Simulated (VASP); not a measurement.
A run of VASP 6.6.1 is set up as follows.

Contents of INCAR:

```
SYSTEM = SiGe
PREC = Accurate ; ENCUT = 520
EDIFF = 1E-6 ; ISMEAR = 0
SIGMA = 0.03 ; LREAL = .False.
LASPH = .True. ; NELM = 100
ALGO = Normal ; ISIF = 2
LWAVE = .False. ; LCHARG = .False.
NBANDS = 26
```

KPOINTS

```
regular mesh
0
Gamma
  12 12 6
  0 0 0
```

File POSCAR:

```
SiGe
1.0
    3.8172005047      0.0000000000      0.0000000000
   -1.9086002523      3.3057926084      0.0000000000
    0.0000000000      0.0000000000      6.3083286959
Si Ge
2 2
Direct
    0.6666666667      0.3333333333      0.8745031008
    0.3333333333      0.6666666667      0.3745031008
    0.6666666667      0.3333333333      0.5004958992
    0.3333333333      0.6666666667      0.0004958992
```

Potentials or basis: VASP PAW LDA potentials, release 64 (Si, Ge_d).

The run is started by

```bash
$ cat potpaw_LDA.64/Si/POTCAR potpaw_LDA.64/Ge_d/POTCAR > POTCAR
$ mpirun -np 1 vasp_std > vasp.out
```

Problem. Estimate the largest force.

Solution. 0.020 eV/Å.

Problem. What does it give for the band gap on the k mesh?

Solution. 0.25 eV, indirect (least direct gap 0.56 eV).

Problem. What does it give for the pressure?

Solution. 3.9 GPa.

Forces on the atoms (eV/Å):
```
Si   0.000  0.000 -0.020
Si   0.000  0.000 -0.020
Ge   0.000  0.000  0.020
Ge   0.000  0.000  0.020
```

 A k mesh can miss the band edges.
